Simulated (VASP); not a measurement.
Input of a VASP 6.6.1 run:

File INCAR:

```
PREC     = Accurate       # precision mode
ENCUT    = 520            # plane-wave cutoff, eV
EDIFF    = 1E-6           # SCF threshold, eV
ISMEAR   = 0              # smearing method
SIGMA    = 0.02           # smearing width, eV
LREAL    = False          # projectors in reciprocal space
LASPH    = True           # aspherical terms in the spheres
NELM     = 60             # most SCF steps
ALGO     = Normal         # electronic algorithm
ISIF     = 2              # what is computed and relaxed
LWAVE    = False          # write WAVECAR
LCHARG   = True           # write CHGCAR
GGA      = PE             # functional
LELF     = True           # ELF
LVHAR    = True         
NBANDS   = 32             # bands
```

File KPOINTS:

```
regular mesh
0
Gamma
  6 6 6
```

File POSCAR:

```
Bi2Se3
1.0
    2.0945825475      1.2093077976     10.5046280472
   -2.0945825475      1.2093077976     10.5046280472
    0.0000000000     -2.4186155952     10.5046280472
Bi Se
2 3
Direct
    0.3952545117      0.3952545117      0.3952545117
    0.6047454883      0.6047454883      0.6047454883
    0.0000000000      0.0000000000      0.0000000000
    0.2218479355      0.2218479355      0.2218479355
    0.7781520645      0.7781520645      0.7781520645
```

Potentials or basis: VASP PAW PBE potentials, release 64 (Bi_d, Se).

Command:

```sh
$ cat potpaw_PBE.64/Bi_d/POTCAR potpaw_PBE.64/Se/POTCAR > POTCAR
$ mpirun -np 1 vasp_std > vasp.out
```

(1) What does it give for the largest force?

(2) What does it give for the band gap on the k mesh?

Answers

(1) 0.039 eV/Å.

(2) 0.70 eV (least direct gap 0.75 eV).

Caveat: spin-orbit coupling is left out, which moves the levels of the heavy elements.
